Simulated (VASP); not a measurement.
# MoW2 (P-3m1) in VASP: single point with PBE

Aim: the single point of MoW2 with PBE.

Program: VASP 6.6.1. These are calculated values, not measurements. Logs are shortened: lines on timing, memory, paths and dates and some standing lists are left out, and cuts for length are marked.

## 1. The cell of the first run

The structure is trigonal, space group P-3m1 (No. 164). Conventional cell: a = 4.630 Å, b = 4.630 Å, c = 2.835 Å, α = 90.00°, β = 90.00°, γ = 120.00°. Mo (site symmetry -3m) has 12 W at 2.84 to 3.27 Å and 2 Mo at 2.84 Å within 3.7 Å. Within 3.7 Å of W (site symmetry 3m) lie 6 Mo at 2.84 to 3.27 Å and 8 W at 2.84 to 3.27 Å.

## 2. Single point, PBE

Input file INCAR:

```
PREC     = Accurate       # precision mode
ENCUT    = 520            # plane-wave cutoff, eV
EDIFF    = 1E-6           # SCF threshold, eV
ISMEAR   = 0              # smearing method
SIGMA    = 0.1            # smearing width, eV
LREAL    = F              # projectors in reciprocal space
LASPH    = T              # aspherical terms in the spheres
NELM     = 60             # most SCF steps
ALGO     = Normal         # electronic algorithm
ISIF     = 2              # what is computed and relaxed
LWAVE    = F              # write WAVECAR
LCHARG   = T              # write CHGCAR
GGA      = PE             # functional
LELF     = T              # ELF
LVHAR    = T            
NBANDS   = 28             # bands
```

Input file KPOINTS:

```
regular mesh
0
Gamma
  6 6 6
```

Input file POSCAR:

```
MoW2
1.0
    4.6302924600      0.0000000000      0.0000000000
   -2.3151462300      4.0099509000      0.0000000000
    0.0000000000      0.0000000000      2.8354634700
Mo W
1 2
Direct
    0.0000000000      0.0000000000      0.0000000000
    0.3333333300      0.6666666700      0.3333333300
    0.6666666700      0.3333333300      0.6666666700
```

Potentials or basis: VASP PAW PBE potentials, release 64 (Mo_sv, W_sv).

Launch:

```sh
$ cat potpaw_PBE.64/Mo_sv/POTCAR potpaw_PBE.64/W_sv/POTCAR > POTCAR
$ mpirun -np 1 vasp_std > vasp.out
```

OUTCAR:

```text
PREC = Accurate
   ENCUT = 520
   EDIFF = 1E-6
   ISMEAR = 0
   LREAL = F
   LASPH = T
   NELM = 60
   ISIF = 2
   GGA = PE

 ion  position               nearest neighbor table
   1  0.000  0.000  0.000-   2 2.84   3 2.84   3 2.84   2 2.84   3 2.84   2 2.84   3 3.27   2 3.27
                             3 3.27   2 3.27   3 3.27   2 3.27
   2  0.333  0.667  0.333-   1 2.84   3 2.84   3 2.84   1 2.84   1 2.84   3 2.84   3 3.27   3 3.27
                             1 3.27   1 3.27   1 3.27   3 3.27
   3  0.667  0.333  0.667-   1 2.84   2 2.84   2 2.84   1 2.84   1 2.84   2 2.84   2 3.27   2 3.27
                             1 3.27   1 3.27   1 3.27   2 3.27

  LATTYP: Found a hexagonal cell.
 ALAT       =     4.6302924600
 C/A-ratio  =     0.6123724353

  Lattice vectors:

 A1 = (   4.6302924600,   0.0000000000,   0.0000000000)
 A2 = (  -2.3151462300,   4.0099509000,   0.0000000000)
 A3 = (   0.0000000000,   0.0000000000,   2.8354634700)

Analysis of symmetry for initial positions (statically):
=====================================================================
 Subroutine PRICEL returns:
 Original cell was already a primitive cell.

 Routine SETGRP: Setting up the symmetry group for a
 hexagonal supercell.

 Subroutine GETGRP returns: Found 12 space group operations
 (whereof 12 operations were pure point group operations)
 out of a pool of 24 trial point group operations.

The static configuration has the point symmetry D_3d.

Analysis of symmetry for dynamics (positions and initial velocities):
=====================================================================
 Subroutine PRICEL returns:
 Original cell was already a primitive cell.

 Routine SETGRP: Setting up the symmetry group for a
 hexagonal supercell.

 Subroutine GETGRP returns: Found 12 space group operations
 (whereof 12 operations were pure point group operations)
 out of a pool of 24 trial point group operations.

The dynamic configuration has the point symmetry D_3d.

 Subroutine INISYM returns: Found 12 space group operations
 (whereof 12 operations are pure point group operations),
 and found     1 'primitive' translations

----------------------------------------------------------------------------------------

                                     Primitive cell

  volume of cell :      52.6467

  direct lattice vectors                    reciprocal lattice vectors
     4.630292460  0.000000000  0.000000000     0.215969079  0.124689806  0.000000000
    -2.315146230  4.009950900  0.000000000     0.000000000  0.249379612  0.000000000
     0.000000000  0.000000000  2.835463470     0.000000000  0.000000000  0.352676030

  length of vectors
     4.630292460  4.630292462  2.835463470     0.249379612  0.249379612  0.352676030

  position of ions in fractional coordinates (direct lattice)
     0.000000000  0.000000000  0.000000000
     0.333333330  0.666666670  0.333333330
     0.666666670  0.333333330  0.666666670

  ion indices of the primitive-cell ions
   primitive index   ion index
                 1           1
                 2           2
                 3           3

----------------------------------------------------------------------------------------

 KPOINTS: regular mesh

Automatic generation of k-mesh.
 Grid dimensions read from file:
 generate k-points for:    6    6    6

 Generating k-lattice:

  Cartesian coordinates                     Fractional coordinates (reciprocal lattice)
     0.035994847  0.020781634  0.000000000     0.166666667  0.000000000  0.000000000
     0.000000000  0.041563269  0.000000000     0.000000000  0.166666667  0.000000000
     0.000000000  0.000000000  0.058779338     0.000000000  0.000000000  0.166666667

  Length of vectors
     0.041563269  0.041563269  0.058779338

  Shift w.r.t. Gamma in fractional coordinates (k-lattice)
     0.000000000  0.000000000  0.000000000

 Subroutine IBZKPT returns following result:
 ===========================================

 Found     34 irreducible k-points:

 Following reciprocal coordinates:
            Coordinates               Weight
  0.000000  0.000000  0.000000      1.000000
  0.166667  0.000000  0.000000      6.000000
  0.333333  0.000000  0.000000      6.000000
  0.500000  0.000000  0.000000      3.000000
  0.166667  0.166667  0.000000      6.000000
  0.333333  0.166667  0.000000     12.000000
[... 16 lines left out ...]
  0.500000  0.000000  0.333333      6.000000
  0.166667  0.166667  0.333333     12.000000
 [... further k-points ...]
   k-points           NKPTS =     34   k-points in BZ     NKDIM =     34   number of bands    NBANDS=     28
   number of dos      NEDOS =    301   number of ions     NIONS =      3
   total plane-waves  NPLWV =  31104
   dimension x,y,z NGX =    36 NGY =   36 NGZ =   24
   dimension x,y,z NGXF=    72 NGYF=   72 NGZF=   48
   ions per type =               1   2
   NGX,Y,Z   is equivalent  to a cutoff of  12.93, 12.93, 14.07 a.u.
   NGXF,Y,Z  is equivalent  to a cutoff of  25.85, 25.85, 28.14 a.u.
 SYSTEM =  unknown system
   PREC   = accura    normal or accurate (medium, high low for compatibility)
   ISTART =      0    job   : 0-new  1-cont  2-samecut
   ICHARG =      2    charge: 1-file 2-atom 10-const
   ISPIN  =      1    spin polarized calculation?
   LNONCOLLINEAR =      F non collinear calculations
   LSORBIT =      F    spin-orbit coupling
   LASPH  =      T    aspherical Exc in radial PAW
   ENCUT  =  520.0 eV  38.22 Ry    6.18 a.u.   8.61  8.61  5.27*2*pi/ulx,y,z
   NELM   =     60;   NELMIN=  2; NELMDL= -5     # of ELM steps
   EDIFF  = 0.1E-05   stopping-criterion for ELM
   LREAL  =      F    real-space projection
   EDIFFG = 0.1E-04   stopping-criterion for IOM
   NSW    =      0    number of steps for IOM
   IBRION =     -1    ionic relax: 0-MD 1-quasi-New 2-CG
   NFREE  =      0    steps in history (QN), initial steepest desc. (CG)
   ISIF   =      2    stress and relaxation
   ISYM   =      2    0-nonsym 1-usesym 2-fastsym
   POTIM  = 0.5000    time-step for ionic-motion
   TEBEG  =    0.0;   TEEND  =   0.0 temperature during run
   PSTRESS=    0.0 pullay stress
   NELECT =      42.0000    total number of electrons
   NUPDOWN=      -1.0000    fix difference up-down
   EMIN   =  10.00;   EMAX   =-10.00  energy-range for DOS
   EFERMI =   0.00;   METHOD = LEGACY
   ISMEAR =     0;   SIGMA  =   0.10  broadening in eV -4-tet -1-fermi 0-gaus
   EFERMI_NEDOS =   21; number of points for ismear=-14 and -15
   IALGO  =     38    algorithm
   IMIX   =      4    mixing-type and parameters
     AMIX     =   0.40;   BMIX     =  1.00
     AMIX_MAG =   1.60;   BMIX_MAG =  1.00
  volume/ion in A,a.u.               =      17.55       118.43
  Fermi-wavevector in a.u.,A,eV,Ry     =   1.518334  2.869236 31.366044  2.305339
  Thomas-Fermi vector in A             =   2.627469
   LORBIT       =      0    0 simple, 1 ext, 2 COOP (PROOUT), +10 PAW based schemes
   GGA     = PE    functional components
   LHFCALC =     F    Hartree Fock is set to
   AEXX    =    0.0000 exact exchange contribution
   IVDW    =     0    specifies the selected vdW correction
   LEPSILON=     F    determine dielectric tensor
   LRPA    =     F    only Hartree local field effects (RPA)
 non-spin polarized calculation
 Gauss-broadening in eV      SIGMA  =   0.10
  energy-cutoff  :      520.00
  volume of cell :       52.65
 maximum number of plane-waves:      1450
 NGX is ok and might be reduce to    36
   NGX = 17   NGY = 17   NGZ = 11

 number of electron      42.0000008 magnetization

 Free energy of the ion-electron system (eV)
  ---------------------------------------------------
  ext. energy  EPLUGINS =         0.00000000
  ---------------------------------------------------
  free energy    TOTEN  =       -36.55397774 eV

  energy without entropy =      -36.54169514  energy(sigma->0) =      -36.54783644

 E-fermi :  10.2485     XC(G=0): -12.9692

 val. band max:       10.2310270370   @ k =   0.0000   0.1667   0.1667
 cond. band min:      10.3312941043   @ k =   0.1667   0.1667   0.3333
 fundamental gap:      0.1002670673
 Fermi energy:        10.2485169884

 k-point     1 :       0.0000    0.0000    0.0000
  band No.  band energies     occupation
      1     -64.0037      2.00000
      2     -63.9401      2.00000
      3     -50.9479      2.00000
      4     -28.3520      2.00000
      5     -28.3520      2.00000
      6     -27.9618      2.00000
[... 20 lines left out ...]
     27      12.8021      0.00000
     28      12.8021      0.00000

 k-point     2 :       0.1667    0.0000    0.0000
  band No.  band energies     occupation
      1     -63.9999      2.00000
      2     -63.9439      2.00000
      3     -50.9481      2.00000
      4     -28.3716      2.00000
      5     -28.3430      2.00000
      6     -27.9771      2.00000
[... 20 lines left out ...]
     27      12.8980      0.00000
     28      13.0701      0.00000

 k-point     3 :       0.3333    0.0000    0.0000
  band No.  band energies     occupation
      1     -63.9903      2.00000
      2     -63.9536      2.00000
      3     -50.9485      2.00000
      4     -28.4063      2.00000
      5     -28.3032      2.00000
      6     -28.0225      2.00000
[... 20 lines left out ...]
     27      12.9052      0.00000
     28      13.1446      0.00000

 k-point     4 :       0.5000    0.0000    0.0000
  band No.  band energies     occupation
      1     -63.9825      2.00000
      2     -63.9613      2.00000
      3     -50.9486      2.00000
      4     -28.4219      2.00000
      5     -28.2639      2.00000
      6     -28.0624      2.00000
[... 578 lines left out ...]
     27      12.7889      0.00000
     28      13.0224      0.00000

 k-point    23 :       0.5000    0.0000    0.3333
  band No.  band energies     occupation
      1     -63.9527      2.00000
      2     -63.9353      2.00000
      3     -50.8955      2.00000
      4     -28.3742      2.00000
      5     -28.3102      2.00000
      6     -28.2993      2.00000
[... 20 lines left out ...]
     27      12.9440      0.00000
     28      13.4891      0.00000

 k-point    24 :       0.1667    0.1667    0.3333
  band No.  band energies     occupation
      1     -63.9615      2.00000
      2     -63.9266      2.00000
      3     -50.8954      2.00000
      4     -28.3569      2.00000
      5     -28.2917      2.00000
      6     -28.2796      2.00000
[... 20 lines left out ...]
     27      12.9592      0.00000
     28      13.6794      0.00000

 [... further k-points ...]

------------------------ aborting loop because EDIFF is reached ----------------------------------------

  FORCE on cell =-STRESS in cart. coord.  units (eV):
  Direction    XX          YY          ZZ          XY          YZ          ZX
  --------------------------------------------------------------------------------------
  -------------------------------------------------------------------------------------
  Total       -6.8567253     -6.8567253     -7.3481249      0.0000000      0.0000000      0.0000000
  in kB     -208.6679735   -208.6679738   -223.6225400      0.0000000      0.0000000      0.0000000
  external PRESSURE =    -213.6528291 kB  Pullay stress =       0.0000000 kB

 VOLUME and BASIS-vectors are now :
 -----------------------------------------------------------------------------
  energy-cutoff  :      520.00
  volume of cell :       52.65
      direct lattice vectors                 reciprocal lattice vectors
     4.630292460  0.000000000  0.000000000     0.215969079  0.124689806  0.000000000
    -2.315146230  4.009950900  0.000000000     0.000000000  0.249379612  0.000000000
     0.000000000  0.000000000  2.835463470     0.000000000  0.000000000  0.352676030

 POSITION                                       TOTAL-FORCE (eV/Angst)
 -----------------------------------------------------------------------------------
      0.00000      0.00000      0.00000         0.000000      0.000000      0.000000
     -0.00000      2.67330      0.94515        -0.000000     -0.000000     -0.029150
      2.31515      1.33665      1.89031        -0.000000      0.000000      0.029150
 -----------------------------------------------------------------------------------
    total drift:                                0.000000      0.000000      0.000000

  FREE ENERGIE OF THE ION-ELECTRON SYSTEM (eV)
  ---------------------------------------------------
  free  energy   TOTEN  =       -36.5539777401 eV

  energy  without entropy=      -36.5416951376  energy(sigma->0) =      -36.54783644
```

Wall time 78 s (1 thread of Intel Xeon 8259CL, shared host); peak memory 0.21 GiB.

What came out:

| Quantity | Value |
| --- | --- |
| Free energy | -36.5540 eV |
| Pressure | -21.4 GPa |
| Largest force | 0.029 eV/Å |
| Band gap on the k mesh | zero (bands 21 and 22 overlap by 3.01 eV) |

Forces in eV/Å, atoms in the order of the input:
```
Mo   0.000  0.000  0.000
W    0.000  0.000 -0.029
W    0.000  0.000  0.029
```

Stress tensor (GPa, compression positive):
```
-20.87   0.00   0.00
  0.00 -20.87   0.00
  0.00   0.00 -22.36
```

Caveat: the k points lie up to 0.37 Å⁻¹ apart, too coarse for converged energies and pressures of a metal; spin-orbit coupling is left out, which moves the levels of the heavy elements.
